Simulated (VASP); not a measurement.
Input of a VASP 6.6.1 run:

The input POSCAR:

```
Au
1.0
    0.0000000000      2.0198976896      2.0198976896
    2.0198976896      0.0000000000      2.0198976896
    2.0198976896      2.0198976896      0.0000000000
Au
1
Direct
    0.0000000000      0.0000000000      0.0000000000
```

The input INCAR.step1:

```
ALGO = Normal ; EDIFF = 1E-4
ENCUT = 520 ; GGA = PE
ISMEAR = -1 ; LASPH = True
LCHARG = False ; LREAL = False
LWAVE = True ; NBANDS = 12
NELM = 80 ; PREC = Accurate
SIGMA = 0.05
```

File INCAR.step2:

```
ALGO = Normal ; EDIFF = 1E-7
ENCUT = 520 ; ISIF = 2
ISMEAR = -1 ; ISTART = 1
LASPH = True ; LCHARG = False
LMIXTAU = True ; LREAL = False
LWAVE = False ; METAGGA = R2SCAN
NBANDS = 12 ; NELM = 80
PREC = Accurate ; SIGMA = 0.05
```

Contents of KPOINTS:

```
k-points
0
Gamma
  16 16 16
```

Potentials or basis: VASP PAW PBE potentials, release 64 (Au).

Run with:

```bash
$ cat potpaw_PBE.64/Au/POTCAR > POTCAR
$ cp INCAR.step1 INCAR
$ mpirun -np 1 vasp_std > vasp.out
$ cp INCAR.step2 INCAR
$ mpirun -np 1 vasp_std > vasp.out
```

(1) Estimate the pressure.

Answers

(1) 12.0 GPa.

Caveat: the PAW data sets were made with another functional, which shifts forces and pressure a little.
